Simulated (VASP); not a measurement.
**HfO2: single point with RPBE+D4**

The system is HfO2.

```xyz
12
Lattice="5.2195 0.0000 0.0000 0.0000 5.0048 0.0000 0.0000 0.0000 5.0327" Properties=species:S:1:pos:R:3 pbc="T T T"
Hf    5.0472    3.6661    3.7314
Hf    2.7820    3.6661    1.2151
Hf    2.4375    1.3387    3.7314
Hf    0.1723    1.3387    1.2151
O     3.2994    4.6477    4.4251
O     4.5298    4.6477    1.9087
O     1.2211    2.7020    2.4776
O     1.3886    2.7020    4.9939
O     3.9984    2.3028    4.9939
O     3.8308    2.3028    2.4776
O     0.6896    0.3571    4.4251
O     1.9201    0.3571    1.9087
```

```json
{
  "Program": "VASP 6.6.1",
  "Task": "single point",
  "Functional": "RPBE",
  "Dispersion": "D4",
  "Potentials or basis": "VASP PAW PBE potentials, release 64 (Hf_pv, O)",
  "Cutoff": "520 eV",
  "k mesh": "5 × 6 × 5",
  "Occupations": "fermi-dirac, width 0.05 eV",
  "Spin": "no spin polarisation",
  "Dipole correction": "no",
  "Further INCAR settings": "ALGO = Normal; EDIFF = 1e-07; NBANDS = 56"
}
```

```
Pressure                   : 3.4 GPa
Largest force              : 0.073 eV/Å
Band gap on the k mesh     : 4.52 eV (least direct gap 4.71 eV)
Dispersion energy per atom : -0.411 eV
```

Forces on the atoms (eV/Å):
```
Hf   0.021  0.007  0.049
Hf  -0.021  0.007  0.049
Hf   0.021 -0.007  0.049
Hf  -0.021 -0.007  0.049
O   -0.025 -0.023 -0.015
O    0.025 -0.023 -0.015
O    0.008  0.064 -0.035
O   -0.008  0.064 -0.035
O   -0.008 -0.064 -0.035
O    0.008 -0.064 -0.035
O   -0.025  0.023 -0.015
O    0.025  0.023 -0.015
```

Stress tensor (GPa, compression positive):
```
3.40 0.00 0.00
0.00 3.54 0.00
0.00 0.00 3.22
```

Levels at points of the mesh, in eV from the valence-band top:
```csv
k point,band 41,band 42,band 43,band 44,band 45,band 46,band 47,band 48
"(0.00, 0.00, 0.00)",-0.70,-0.21,-0.09,0.00,5.04,5.27,5.39,5.81
"(0.00, 0.50, 0.00)",-0.81,-0.41,-0.19,-0.12,4.59,4.97,5.06,5.68
```

Run time: 3.7 min on 1 thread of Intel(R) Xeon(R) Platinum 8488C (Sapphire Rapids), with other jobs on the host, peak memory 0.34 GiB.

Caveat: the cell stands under pressure; the PAW data sets were made with another functional, which shifts forces and pressure a little; spin-orbit coupling is left out, which moves the levels of the heavy elements; an odd mesh through Γ misses points on the zone boundary, where band edges can lie.
